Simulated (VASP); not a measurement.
# KF (Fm-3m) in VASP: a series of runs, part 2 of 2

VASP 6.6.1.

## 4. Relaxation of cell and atoms, PBE

Contents of INCAR:

```
SYSTEM = KF
ALGO = Normal
EDIFF = 1E-7
EDIFFG = -0.01
ENCUT = 600
GGA = PE
IBRION = 2
ISIF = 3
ISMEAR = 0
LASPH = .True.
LCHARG = .False.
LREAL = .False.
LWAVE = .False.
NELM = 100
NSW = 100
PREC = Accurate
SIGMA = 0.02
```

Contents of KPOINTS:

```
k-points
0
Gamma
  8 8 8
  0 0 0
```

Contents of POSCAR:

```
KF
1.0
    0.0000000000      2.6718499700      2.6718499700
    2.6718499700      0.0000000000      2.6718499700
    2.6718499700      2.6718499700      0.0000000000
K F
1 1
Direct
    0.0000000000      0.0000000000      0.0000000000
    0.5000000000      0.5000000000      0.5000000000
```

Started as:

```bash
cat potpaw_PBE.64/K_sv/POTCAR potpaw_PBE.64/F/POTCAR > POTCAR
mpirun -np 1 vasp_std > vasp.out
```

Wall time 63 s (1 thread of Intel Xeon 8259CL, shared host); peak memory 0.18 GiB.

The run converged. Its results:

```
Free energy                           : -8.2989 eV
Relaxed volume                        : 19.92 Å³/atom
Relaxed cell                          : a = 3.834 Å, b = 3.834 Å, c = 3.834 Å, α = 60.00°, β = 60.00°, γ = 60.00°
Space group after relaxing (to 0.1 Å) : Fm-3m (No. 225)
Energy gained by relaxing             : 3.5 meV/atom
Ionic steps                           : 3
Pressure after relaxing               : 0.0 GPa
Band gap on the k mesh                : 5.94 eV
```

Step by step:
```
step  energy change (eV)  largest force (eV/Å)  pressure (GPa)  volume (Å³)
   1              0.0000                0.0000            1.38        38.15
   2             -0.0056                0.0000            0.59        39.06
   3             -0.0070                0.0000           -0.01        39.84
```

Final structure:
```
K F
1.0
     0.00000    2.71083    2.71083
     2.71083    0.00000    2.71083
     2.71083    2.71083    0.00000
K F
1 1
Direct
  0.00000 0.00000 0.00000
  0.50000 0.50000 0.50000
```

Levels at points of the mesh, in eV from the valence-band top:
```tsv
k point	band 5	band 6	band 7	band 8	band 9	band 10	band 11	band 12
(0.00, 0.00, 0.00)	-9.54	0.00	0.00	0.00	5.94	10.56	10.56	10.56
(0.50, 0.00, 0.00)	-9.57	-0.75	-0.31	-0.31	8.89	10.29	11.87	11.87
(0.50, 0.50, 0.00)	-9.72	-0.23	-0.07	-0.07	8.16	10.06	11.47	13.38
```

A k mesh can miss the band edges. Expect the measured gap to be larger: semilocal functionals such as PBE lack the derivative discontinuity.

## 5. Relaxation of cell and atoms, PBE

This run uses another cell than the first one, of 19.46 Å³/atom.

Contents of INCAR:

```
ALGO = Normal ; EDIFF = 1E-6
EDIFFG = -0.01 ; ENCUT = 600
GGA = PE ; IBRION = 2
ISIF = 3 ; ISMEAR = 0
LASPH = T ; LCHARG = F
LREAL = F ; LWAVE = F
NELM = 80 ; NSW = 100
PREC = Accurate ; SIGMA = 0.02
```

Contents of KPOINTS:

```
k-points
0
Gamma
  8 8 8
```

Contents of POSCAR:

```
KF
1.0
    0.0000000000      2.6896053000      2.6896053000
    2.6896053000      0.0000000000      2.6896053000
    2.6896053000      2.6896053000      0.0000000000
K F
1 1
Direct
    0.0000000000      0.0000000000      0.0000000000
    0.5000000000      0.5000000000      0.5000000000
```

Started as:

```bash
cat potpaw_PBE.64/K_sv/POTCAR potpaw_PBE.64/F/POTCAR > POTCAR
mpirun -np 1 vasp_std > vasp.out
```

Run time: 68 s. Hardware: 1 thread of Intel Xeon 8259CL, shared host; peak memory 0.18 GiB.

Results (log left out):

```
Free energy                           : -8.2999 eV
Relaxed volume                        : 19.91 Å³/atom
Relaxed cell                          : a = 3.833 Å, b = 3.833 Å, c = 3.833 Å, α = 60.00°, β = 60.00°, γ = 60.00°
Space group after relaxing (to 0.1 Å) : Fm-3m (No. 225)
Energy gained by relaxing             : 1.0 meV/atom
Ionic steps                           : 4
Pressure after relaxing               : 0.0 GPa
Band gap on the k mesh                : 5.95 eV
```

Step by step:
| step | energy change (eV) | largest force (eV/Å) | pressure (GPa) | volume (Å³) |
| --- | --- | --- | --- | --- |
| 1 | 0.0000 | 0.0000 | 0.73 | 38.91 |
| 2 | -0.0016 | 0.0000 | 0.30 | 39.41 |
| 3 | -0.0017 | 0.0000 | -0.20 | 40.10 |
| 4 | -0.0019 | 0.0000 | 0.00 | 39.82 |

Final structure:
```
CELL_PARAMETERS angstrom
0.00000 2.71028 2.71028
2.71028 0.00000 2.71028
2.71028 2.71028 0.00000
ATOMIC_POSITIONS crystal
K 0.00000 0.00000 0.00000
F 0.50000 0.50000 0.50000
```

Levels at points of the mesh, in eV from the valence-band top:
```tsv
k point	band 5	band 6	band 7	band 8	band 9	band 10	band 11	band 12
(0.00, 0.00, 0.00)	-9.54	0.00	0.00	0.00	5.95	10.56	10.56	10.56
(0.50, 0.00, 0.00)	-9.57	-0.75	-0.31	-0.31	8.89	10.29	11.87	11.87
(0.50, 0.50, 0.00)	-9.72	-0.23	-0.07	-0.07	8.16	10.07	11.47	13.38
```

A k mesh can miss the band edges.

## 6. Relaxation of cell and atoms, PBE

This run uses another cell than the first one, of 19.90 Å³/atom.

Contents of INCAR:

```
PREC = Accurate
ENCUT = 600
EDIFF = 1E-6
ISMEAR = 0
SIGMA = 0.01
LREAL = F
LASPH = T
NELM = 100
ALGO = Normal
ISIF = 3
LWAVE = F
LCHARG = F
GGA = PE
IBRION = 2
NSW = 80
EDIFFG = -0.001
```

Contents of KPOINTS:

```
regular mesh
0
Gamma
  8 8 8
```

Contents of POSCAR:

```
KF
1.0
    0.0000000000      2.7100386135      2.7100386135
    2.7100386135      0.0000000000      2.7100386135
    2.7100386135      2.7100386135      0.0000000000
K F
1 1
Direct
    0.0000000000      0.0000000000      0.0000000000
    0.5000000000      0.5000000000      0.5000000000
```

Potentials or basis: VASP PAW PBE potentials, release 64 (K_sv, F).

Started as:

```bash
cat potpaw_PBE.64/K_sv/POTCAR potpaw_PBE.64/F/POTCAR > POTCAR
mpirun -np 1 vasp_std > vasp.out
```

OUTCAR:

```text
PREC = Accurate
   ENCUT = 600
   EDIFF = 1E-6
   ISMEAR = 0
   LREAL = F
   LASPH = T
   NELM = 100
   ISIF = 3
   GGA = PE
   IBRION = 2
   NSW = 80
   EDIFFG = -0.001

 ion  position               nearest neighbor table
   1  0.000  0.000  0.000-   2 2.71   2 2.71   2 2.71   2 2.71   2 2.71   2 2.71
   2  0.500  0.500  0.500-   1 2.71   1 2.71   1 2.71   1 2.71   1 2.71   1 2.71

  LATTYP: Found a face centered cubic cell.
 ALAT       =     5.4200772270

  Lattice vectors:
[... 596 lines left out ...]

  FORCE on cell =-STRESS in cart. coord.  units (eV):
  Direction    XX          YY          ZZ          XY          YZ          ZX
  --------------------------------------------------------------------------------------
  -------------------------------------------------------------------------------------
  Total       -0.0013254     -0.0013254     -0.0013254      0.0000000     -0.0000000     -0.0000000
  in kB       -0.0533317     -0.0533317     -0.0533317      0.0000000     -0.0000000     -0.0000000
  external PRESSURE =      -0.0533317 kB  Pullay stress =       0.0000000 kB

 VOLUME and BASIS-vectors are now :
 -----------------------------------------------------------------------------
  energy-cutoff  :      600.00
  volume of cell :       39.82
      direct lattice vectors                 reciprocal lattice vectors
     0.000000000  2.710304390  2.710304390    -0.184481124  0.184481124  0.184481124
     2.710304390  0.000000000  2.710304390     0.184481124 -0.184481124  0.184481124
     2.710304390  2.710304390  0.000000000     0.184481124  0.184481124 -0.184481124

 POSITION                                       TOTAL-FORCE (eV/Angst)
 -----------------------------------------------------------------------------------
      2.71030      0.00000      2.71030        -0.000000      0.000000      0.000000
      2.71030      2.71030      2.71030         0.000000     -0.000000     -0.000000
 -----------------------------------------------------------------------------------
    total drift:                                0.000000     -0.000000      0.000000

  FREE ENERGIE OF THE ION-ELECTRON SYSTEM (eV)
  ---------------------------------------------------
  free  energy   TOTEN  =        -8.3010975423 eV

  energy  without entropy=       -8.3010975423  energy(sigma->0) =       -8.30109754

 reached required accuracy - stopping structural energy minimisation
```

OSZICAR:

```text
N       E                     dE             d eps       ncg     rms          rms(c)
DAV:   1     0.131586921204E+03    0.13159E+03   -0.91993E+03   696   0.144E+03
DAV:   2    -0.352352851093E+01   -0.13511E+03   -0.12444E+03   852   0.343E+02
DAV:   3    -0.939770468627E+01   -0.58742E+01   -0.58496E+01   892   0.693E+01
DAV:   4    -0.957518668881E+01   -0.17748E+00   -0.17735E+00  1076   0.104E+01
DAV:   5    -0.957674147370E+01   -0.15548E-02   -0.15548E-02   884   0.107E+00    0.627E+00
DAV:   6    -0.833096998304E+01    0.12458E+01   -0.44002E+00   776   0.180E+01    0.363E+00
DAV:   7    -0.830287581266E+01    0.28094E-01   -0.12671E-01   940   0.317E+00    0.218E+00
DAV:   8    -0.829866488704E+01    0.42109E-02   -0.58357E-02   744   0.285E+00    0.212E-01
DAV:   9    -0.830040749242E+01   -0.17426E-02   -0.66467E-03   960   0.675E-01    0.122E-01
DAV:  10    -0.830096912059E+01   -0.56163E-03   -0.92742E-04   768   0.304E-01    0.610E-02
DAV:  11    -0.830110713544E+01   -0.13801E-03   -0.36700E-04   728   0.157E-01    0.206E-02
DAV:  12    -0.830109832669E+01    0.88088E-05   -0.64999E-05   884   0.679E-02    0.719E-03
DAV:  13    -0.830109794292E+01    0.38376E-06   -0.52536E-06   740   0.231E-02
   1 F= -.83010979E+01 E0= -.83010979E+01  d E =-.830110E+01
       N       E                     dE             d eps       ncg     rms          rms(c)
DAV:   1    -0.830111003657E+01   -0.11710E-04   -0.24925E-04   848   0.182E-01    0.277E-02
DAV:   2    -0.830109891736E+01    0.11119E-04   -0.49219E-05   804   0.692E-02    0.724E-03
DAV:   3    -0.830109781154E+01    0.11058E-05   -0.20168E-06   540   0.172E-02    0.594E-03
DAV:   4    -0.830109754229E+01    0.26925E-06   -0.14910E-06   756   0.861E-03
   2 F= -.83010975E+01 E0= -.83010975E+01  d E =0.400633E-06
```

CONTCAR:

```text
KF
   1.00000000000000
     0.0000000000000000    2.7103043900605686    2.7103043900605686
     2.7103043900605686    0.0000000000000000    2.7103043900605686
     2.7103043900605686    2.7103043900605686    0.0000000000000000
  K               F
     1     1
Direct
     0.0000000000000000    1.0000000000000000    0.0000000000000000
     0.5000000000000000    0.5000000000000000    0.5000000000000000

  0.00000000E+00  0.00000000E+00  0.00000000E+00
  0.00000000E+00  0.00000000E+00  0.00000000E+00
```

Wall time 30 s (1 thread of Intel Xeon 8259CL, shared host); peak memory 0.19 GiB.

Results:

* Free energy: -8.3011 eV
* Relaxed volume: 19.91 Å³/atom
* Relaxed cell: a = 3.833 Å, b = 3.833 Å, c = 3.833 Å, α = 60.00°, β = 60.00°, γ = 60.00°
* Space group after relaxing (to 0.1 Å): Fm-3m (No. 225)
* Ionic steps: 2
* Pressure after relaxing: 0.0 GPa
* Band gap on the k mesh: 5.95 eV

Final structure:
```xyz
2
Lattice="0.0000 2.7103 2.7103 2.7103 0.0000 2.7103 2.7103 2.7103 0.0000" Properties=species:S:1:pos:R:3 pbc="T T T"
K     2.7103    0.0000    2.7103
F     2.7103    2.7103    2.7103
```

## 7. Summary

```tsv
task	cell	k mesh	smearing	gap on the mesh (eV)	pressure (GPa)	relaxed volume (Å³/atom)
single point	a = 3.779 Å, angles 60.0°, 2 atoms	6 × 6 × 6	gaussian 0.1 eV	6.17	1.4	-
relaxation of cell and atoms	relaxed from a = 3.781 Å, angles 60.0°, 2 atoms	8 × 8 × 8	gaussian 0.02 eV	5.95	0.0	19.92
relaxation of cell and atoms	relaxed from a = 3.779 Å, angles 60.0°, 2 atoms	8 × 8 × 8	gaussian 0.02 eV	5.94	0.0	19.92
relaxation of cell and atoms	relaxed from a = 3.804 Å, angles 60.0°, 2 atoms	8 × 8 × 8	gaussian 0.02 eV	5.95	0.0	19.91
relaxation of cell and atoms	relaxed from a = 3.833 Å, angles 60.0°, 2 atoms	8 × 8 × 8	gaussian 0.01 eV	5.95	0.0	19.91
```

Alike in all rows: level PBE; potentials or basis VASP PAW PBE potentials, release 64 (K_sv, F); no spin polarisation; cutoff (eV) 600.

Absolute energies hang on the potentials; compare differences alone.
